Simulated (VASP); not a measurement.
# SiC (Moissanite) (P6_3mc) in VASP: settings compared

The runs below take SiC (Moissanite) through single point, with revPBE+D4, LDA.

All numbers are computed with VASP 6.6.1; they aren't measurements. Logs are shortened: lines on timing, memory, paths and dates and some standing lists are left out, and cuts for length are marked.

**1. The cell of the first run**

It takes space group P6_3mc (No. 186, hexagonal). The conventional cell has a = 3.116 Å, b = 3.116 Å, c = 5.114 Å, α = 90.00°, β = 90.00°, γ = 120.00°. Within 2.5 Å of Si (site symmetry 3m) lie 4 C at 1.89 to 1.97 Å. C (site symmetry 3m) has 4 Si at 1.89 to 1.97 Å within 2.5 Å.

**2. Single point, revPBE+D4**

The input, INCAR:

```
SYSTEM = SiC
PREC     = Accurate       ! precision mode
ENCUT    = 520            ! plane-wave cutoff, eV
EDIFF    = 1E-7           ! SCF threshold, eV
ISMEAR   = -1             ! smearing method
SIGMA    = 0.05           ! smearing width, eV
LREAL    = .FALSE.        ! projectors in reciprocal space
LASPH    = .TRUE.         ! aspherical terms in the spheres
NELM     = 100            ! most SCF steps
ALGO     = Normal         ! electronic algorithm
ISIF     = 2              ! what is computed and relaxed
LWAVE    = .FALSE.        ! write WAVECAR
LCHARG   = .TRUE.         ! write CHGCAR
GGA      = RE             ! functional
IVDW     = 13             ! dispersion correction
LELF     = .TRUE.         ! ELF
LVHAR    = .TRUE.       
NBANDS   = 16             ! bands
```

The input, KPOINTS:

```
Automatic mesh
0
G
  10 10 5
  0 0 0
```

The input, POSCAR:

```
SiC
1.0
    3.1164783262      0.0000000000      0.0000000000
   -1.5582391631      2.6989494007      0.0000000000
    0.0000000000      0.0000000000      5.1144286705
Si C
2 2
Direct
    0.6666666667      0.3333333333      0.5000000000
    0.3333333333      0.6666666667      0.0000000000
    0.6666666667      0.3333333333      0.8850000000
    0.3333333333      0.6666666667      0.3850000000
```

Potentials or basis: VASP PAW PBE potentials, release 64 (Si, C).

Started as:

```
cat potpaw_PBE.64/Si/POTCAR potpaw_PBE.64/C/POTCAR > POTCAR
mpirun -np 1 vasp_std > vasp.out
```

OUTCAR:

```text
SYSTEM = SiC
   PREC = Accurate
   ENCUT = 520
   EDIFF = 1E-7
   ISMEAR = -1
   LREAL = .FALSE.
   LASPH = .TRUE.
   NELM = 100
   ISIF = 2
   GGA = RE
   IVDW = 13

 ion  position               nearest neighbor table
   1  0.667  0.333  0.500-   4 1.89   4 1.89   4 1.89   3 1.97   2 3.13   2 3.13   2 3.13   2 3.13
                             2 3.13   2 3.13
   2  0.333  0.667  0.000-   3 1.89   3 1.89   3 1.89   4 1.97   1 3.13   1 3.13   1 3.13   1 3.13
                             1 3.13   1 3.13
   3  0.667  0.333  0.885-   2 1.89   2 1.89   2 1.89   1 1.97
   4  0.333  0.667  0.385-   1 1.89   1 1.89   1 1.89   2 1.97

  LATTYP: Found a hexagonal cell.
 ALAT       =     3.1164783262
 C/A-ratio  =     1.6410923277

  Lattice vectors:

 A1 = (   3.1164783262,   0.0000000000,   0.0000000000)
 A2 = (  -1.5582391631,   2.6989494007,   0.0000000000)
 A3 = (   0.0000000000,   0.0000000000,   5.1144286705)

Analysis of symmetry for initial positions (statically):
=====================================================================
 Subroutine PRICEL returns:
 Original cell was already a primitive cell.

 Routine SETGRP: Setting up the symmetry group for a
 hexagonal supercell.

 Subroutine GETGRP returns: Found 12 space group operations
 (whereof  6 operations were pure point group operations)
 out of a pool of 24 trial point group operations.

The static configuration has the point symmetry C_3v.
 The point group associated with its full space group is C_6v.

Analysis of symmetry for dynamics (positions and initial velocities):
=====================================================================
 Subroutine PRICEL returns:
 Original cell was already a primitive cell.

 Routine SETGRP: Setting up the symmetry group for a
 hexagonal supercell.

 Subroutine GETGRP returns: Found 12 space group operations
 (whereof  6 operations were pure point group operations)
 out of a pool of 24 trial point group operations.

The dynamic configuration has the point symmetry C_3v.
 The point group associated with its full space group is C_6v.

 Subroutine INISYM returns: Found 12 space group operations
 (whereof  6 operations are pure point group operations),
 and found     1 'primitive' translations

----------------------------------------------------------------------------------------

                                     Primitive cell

  volume of cell :      43.0186

  direct lattice vectors                    reciprocal lattice vectors
[... 95 lines left out ...]
   IBRION =     -1    ionic relax: 0-MD 1-quasi-New 2-CG
   NFREE  =      0    steps in history (QN), initial steepest desc. (CG)
   ISIF   =      2    stress and relaxation
   ISYM   =      2    0-nonsym 1-usesym 2-fastsym
   POTIM  = 0.5000    time-step for ionic-motion
   TEBEG  =    0.0;   TEEND  =   0.0 temperature during run
   PSTRESS=    0.0 pullay stress
   NELECT =      16.0000    total number of electrons
   NUPDOWN=      -1.0000    fix difference up-down
   EMIN   =  10.00;   EMAX   =-10.00  energy-range for DOS
   EFERMI =   0.00;   METHOD = LEGACY
   ISMEAR =    -1;   SIGMA  =   0.05  broadening in eV -4-tet -1-fermi 0-gaus
   EFERMI_NEDOS =   21; number of points for ismear=-14 and -15
   IALGO  =     38    algorithm
   IMIX   =      4    mixing-type and parameters
     AMIX     =   0.40;   BMIX     =  1.00
     AMIX_MAG =   1.60;   BMIX_MAG =  1.00
  volume/ion in A,a.u.               =      10.75        72.58
  Fermi-wavevector in a.u.,A,eV,Ry     =   1.177324  2.224821 18.858938  1.386093
  Thomas-Fermi vector in A             =   2.313673
   LORBIT       =      0    0 simple, 1 ext, 2 COOP (PROOUT), +10 PAW based schemes
   GGA     = RE    functional components
   LHFCALC =     F    Hartree Fock is set to
   AEXX    =    0.0000 exact exchange contribution
   IVDW    =    13    specifies the selected vdW correction
   LEPSILON=     F    determine dielectric tensor
   LRPA    =     F    only Hartree local field effects (RPA)
 non-spin polarized calculation
  energy-cutoff  :      520.00
  volume of cell :       43.02
 maximum number of plane-waves:      1183
 NGX is ok and might be reduce to    24
   NGX = 11   NGY = 11   NGZ = 19

 number of electron      16.0000000 magnetization

 Free energy of the ion-electron system (eV)
  ---------------------------------------------------
  ext. energy  EPLUGINS =         0.00000000
  ---------------------------------------------------
  free energy    TOTEN  =       -28.85166837 eV

  energy without entropy =      -28.85166837  energy(sigma->0) =      -28.85166837

 E-fermi :   8.9719     XC(G=0): -11.1283

 val. band max:        8.0412424421   @ k =   0.0000   0.0000   0.0000
 cond. band min:      10.5890396988   @ k =   0.5000   0.0000   0.0000
 fundamental gap:      2.5477972567
 Fermi energy:         8.9719426260

 k-point     1 :       0.0000    0.0000    0.0000
  band No.  band energies     occupation
      1      -7.3918      2.00000
      2      -4.0499      2.00000
      3      -0.4128      2.00000
      4       6.5056      2.00000
      5       6.5056      2.00000
      6       7.7625      2.00000
[... 433 lines left out ...]
      3      -0.0933      2.00000
      4       1.3296      2.00000
      5       3.4070      2.00000
      6       4.2069      2.00000
[... 8 lines left out ...]
     15      19.0810      0.00000
     16      20.3666      0.00000

 [... further k-points ...]

------------------------ aborting loop because EDIFF is reached ----------------------------------------

  DFT-D4 for vdW energy calculation

  Edisp (eV):   -2.49581

  FORCE on cell =-STRESS in cart. coord.  units (eV):
  Direction    XX          YY          ZZ          XY          YZ          ZX
  --------------------------------------------------------------------------------------
  -------------------------------------------------------------------------------------
  Total      -2.63748    -2.63748    -3.37600     0.00000     0.00000     0.00000
  in kB     -98.23004   -98.23004  -125.73512     0.00000     0.00000     0.00000
  external pressure =     -107.40 kB  Pullay stress =        0.00 kB

 VOLUME and BASIS-vectors are now :
 -----------------------------------------------------------------------------
  energy-cutoff  :      520.00
  volume of cell :       43.02
      direct lattice vectors                 reciprocal lattice vectors
     3.116478326  0.000000000  0.000000000     0.320875005  0.185257271  0.000000000
    -1.558239163  2.698949401  0.000000000     0.000000000  0.370514542  0.000000000
     0.000000000  0.000000000  5.114428670     0.000000000  0.000000000  0.195525261

 POSITION                                       TOTAL-FORCE (eV/Angst)
 -----------------------------------------------------------------------------------
      1.55824      0.89965      2.55721        -0.000000      0.000000      0.668868
     -0.00000      1.79930      0.00000         0.000000      0.000000      0.668868
      1.55824      0.89965      4.52627         0.000000      0.000000     -0.668868
     -0.00000      1.79930      1.96906         0.000000     -0.000000     -0.668868
 -----------------------------------------------------------------------------------
    total drift:                               -0.000000      0.000000      0.000074

  FREE ENERGIE OF THE ION-ELECTRON SYSTEM (eV)
  ---------------------------------------------------
  free  energy   TOTEN  =       -31.3474733837 eV

  energy  without entropy=      -31.3474733837  energy(sigma->0) =      -31.34747338
```

OSZICAR:

```text
N       E                     dE             d eps       ncg     rms          rms(c)
DAV:   1     0.281080306452E+02    0.28108E+02   -0.70630E+03  1344   0.891E+02
DAV:   2    -0.295010439974E+02   -0.57609E+02   -0.52425E+02  1904   0.157E+02
DAV:   3    -0.322432047235E+02   -0.27422E+01   -0.27303E+01  1744   0.317E+01
DAV:   4    -0.322642301077E+02   -0.21025E-01   -0.21022E-01  1648   0.339E+00
DAV:   5    -0.322644401932E+02   -0.21009E-03   -0.21008E-03  1752   0.324E-01    0.125E+01
DAV:   6    -0.289061414887E+02    0.33583E+01   -0.60287E+00  1712   0.149E+01    0.581E+00
DAV:   7    -0.288597728971E+02    0.46369E-01   -0.10394E+00  1904   0.590E+00    0.252E+00
DAV:   8    -0.288512089393E+02    0.85640E-02   -0.42063E-02  1472   0.135E+00    0.628E-01
DAV:   9    -0.288510898043E+02    0.11914E-03   -0.79897E-03  1752   0.610E-01    0.137E-01
DAV:  10    -0.288516234885E+02   -0.53368E-03   -0.12407E-03  1600   0.206E-01    0.597E-02
DAV:  11    -0.288516652448E+02   -0.41756E-04   -0.15371E-04  1600   0.857E-02    0.103E-02
DAV:  12    -0.288516673067E+02   -0.20619E-05   -0.10257E-05  1848   0.204E-02    0.370E-03
DAV:  13    -0.288516682896E+02   -0.98292E-06   -0.12225E-06  1672   0.715E-03    0.295E-03
DAV:  14    -0.288516683680E+02   -0.78385E-07   -0.19991E-08  1440   0.111E-03
   1 F= -.31347473E+02 E0= -.31347473E+02  d E =-.519077E-10
```

Run time: 10 s. Hardware: 1 thread of Intel Xeon 6975P-C (Granite Rapids), shared host; peak memory 0.16 GiB.

What came out:

| Property | Result |
| --- | --- |
| Free energy | -31.3475 eV |
| Pressure | -10.7 GPa |
| Largest force | 0.669 eV/Å |
| Band gap on the k mesh | 2.55 eV, indirect (least direct gap 4.02 eV) |
| Dispersion energy per atom | -0.624 eV |

Forces on the atoms (eV/Å):
```
Si   0.000  0.000  0.669
Si   0.000  0.000  0.669
C    0.000  0.000 -0.669
C    0.000  0.000 -0.669
```

Stress tensor (GPa, compression positive):
```
 -9.82   0.00   0.00
  0.00  -9.82   0.00
  0.00   0.00 -12.57
```

Levels at points of the mesh, in eV from the valence-band top:
| k point | band 4 | band 5 | band 6 | band 7 | band 8 | band 9 | band 10 | band 11 | band 12 | band 13 |
| --- | --- | --- | --- | --- | --- | --- | --- | --- | --- | --- |
| (0.00, 0.00, 0.00) | -1.54 | -1.54 | -0.28 | -0.28 | 0.00 | 4.31 | 5.63 | 6.31 | 6.31 | 7.25 |
| (0.50, 0.00, 0.00) | -6.46 | -5.28 | -3.46 | -3.14 | -1.47 | 2.55 | 4.16 | 6.48 | 7.07 | 9.39 |

Caveat: the PAW data sets were made with another functional, which shifts forces and pressure a little. A k mesh can miss the band edges.

(Part 1 of 2 ends here.)
